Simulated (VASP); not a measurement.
A run of VASP 6.6.1:

Contents of INCAR:

```
PREC = Accurate
ENCUT = 520
EDIFF = 1E-6
ISMEAR = -1
SIGMA = 0.2
LREAL = F
LASPH = T
NELM = 100
ALGO = Normal
ISIF = 2
LWAVE = F
LCHARG = F
GGA = CA
NBANDS = 16
```

KPOINTS

```
Automatic mesh
0
Gamma
  8 8 8
```

The input POSCAR:

```
CdTe
1.0
    0.0000000000      3.0160204726      3.6192245671
    3.0160204726      0.0000000000      3.6192245671
    3.0160204726      3.0160204726      0.0000000000
Cd Te
1 1
Direct
    0.0000000000      0.0000000000      0.0000000000
    0.7500000000      0.7500000000      0.7500000000
```

Potentials or basis: VASP PAW LDA potentials, release 64 (Cd, Te).

The run is started by

```console
$ cat potpaw_LDA.64/Cd/POTCAR potpaw_LDA.64/Te/POTCAR > POTCAR
$ mpirun -np 1 vasp_std > vasp.out
```

Hardware: 1 thread of Intel Xeon 6975P-C, with other jobs on the host.

Question: How long does it take, and how much memory?

Answer: It took 46 s on 1 thread of Intel Xeon 6975P-C, with other jobs on the host, peak memory 0.21 GiB. Counts: scf iterations 12, k points 59.
